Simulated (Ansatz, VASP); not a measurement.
One calculation of Ta, two programs

The input INCAR:

```
SYSTEM = Ta
  PREC = Accurate
  ENCUT = 520
  EDIFF = 1E-8
  ISMEAR = -1
  SIGMA = 0.08
  LREAL = .False.
  LASPH = .True.
  NELM = 60
  ALGO = Normal
  ISIF = 2
  LWAVE = .False.
  LCHARG = .False.
  GGA = PE
  LEFG = .True.
  NBANDS = 12
```

Contents of KPOINTS:

```
Automatic mesh
0
Gamma
  17 17 17
  0 0 0
```

File POSCAR:

```
Ta
1.0
   -1.6345992636      1.6345992636      1.6345992636
    1.6345992636     -1.6345992636      1.6345992636
    1.6345992636      1.6345992636     -1.6345992636
Ta
1
Direct
    0.0000000000      0.0000000000      0.0000000000
```

Input for Ansatz:

```yaml
crystal:
  lattice:
    - [-1.6345992636, 1.6345992636, 1.6345992636]
    - [1.6345992636, -1.6345992636, 1.6345992636]
    - [1.6345992636, 1.6345992636, -1.6345992636]
  atoms:
    - { symbol: Ta, position: [0.0, 0.0, 0.0] }
kpoints:
  mp_grid: { grid: [17, 17, 17] }
scf:
  occupations: { method: fermi_dirac, width: 0.08 }
hamiltonian:
  xc: pbe
  pseudopotentials: { kind: paw }
output:
  forces: true
  stress: true
  eigenvalues: true
  efg: { contact_densities: true }
```

Change from the starting cell: volume scaled by 0.97, PAW files.

Alike in both runs: task electric field gradients; functional PBE; k mesh 17 × 17 × 17; occupations fermi-dirac, width 0.08 eV; no spin polarisation.

|  | VASP | Ansatz |
| --- | --- | --- |
| version | VASP 6.6.1 | Ansatz 0.2.0 |
| potentials or method | VASP PAW PBE potentials, release 64 (Ta_pv) | PAW with Ansatz's default frozen-core files, scalar-relativistic |
| plane-wave cutoff (eV) | 520 | 420 |
| valence electrons in the cell | 11 | 13 |

```csv
,VASP,Ansatz,Ansatz less VASP
pressure (GPa),10.0,9.8,-0.18
```

With one functional, cell and mesh, what is left measures potentials, basis and numerics. VASP's potentials hold 11 valence electrons a cell and Ansatz's 13, so a difference there can come from the potentials and not from the codes.

Spin-orbit coupling is off throughout.
